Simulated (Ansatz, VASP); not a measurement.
## One calculation of Mg, two programs

Contents of INCAR:

```
ALGO = Normal
EDIFF = 1E-6
ENCUT = 520
GGA = CA
ISIF = 2
ISMEAR = 0
LASPH = T
LCHARG = T
LELF = T
LREAL = F
LVHAR = T
LWAVE = F
NBANDS = 7
NELM = 60
PREC = Accurate
SIGMA = 0.02
```

KPOINTS

```
k-points
0
Gamma
  11 11 11
```

POSCAR

```
Mg
1.0
   -1.7727644967      1.7727644967      1.7727644967
    1.7727644967     -1.7727644967      1.7727644967
    1.7727644967      1.7727644967     -1.7727644967
Mg
1
Direct
    0.0000000000      0.0000000000      0.0000000000
```

Contents of input.yaml:

```yaml
crystal:
  lattice:
    - [-1.7727644967, 1.7727644967, 1.7727644967]
    - [1.7727644967, -1.7727644967, 1.7727644967]
    - [1.7727644967, 1.7727644967, -1.7727644967]
  atoms:
    - { symbol: Mg, position: [0.0, 0.0, 0.0] }
kpoints:
  mp_grid: { grid: [11, 11, 11] }
scf:
  occupations: { method: gaussian, width: 0.02 }
hamiltonian:
  xc: lda
  pseudopotentials: { kind: all_electron, lapw: { basis_error: 0.001 } }
output:
  forces: true
  stress: true
  eigenvalues: true
```

Alike in both runs: task single point; functional LDA; k mesh 11 × 11 × 11; occupations gaussian, width 0.02 eV; no spin polarisation.

```csv
,VASP,Ansatz
version,VASP 6.6.1,Ansatz 0.2.0
potentials or method,"VASP PAW LDA potentials, release 64 (Mg), cutoff 520 eV","all-electron LAPW, scalar-relativistic"
```

VASP gave:

| Quantity | Value |
| --- | --- |
| gap on the k mesh at the Fermi level (eV) | none |
| pressure (GPa) | -1.6 |

**Question.** Which values does Ansatz return?

**Answer.** gap on the k mesh at the Fermi level (eV): none; pressure (GPa): -1.3.

LDA's correlation is that of Perdew and Zunger in VASP and of Perdew and Wang (1992) in Ansatz. A gap of «none» marks a metal or a gap that the smearing closes. Ansatz ran all-electron here, and VASP with PAW potentials.
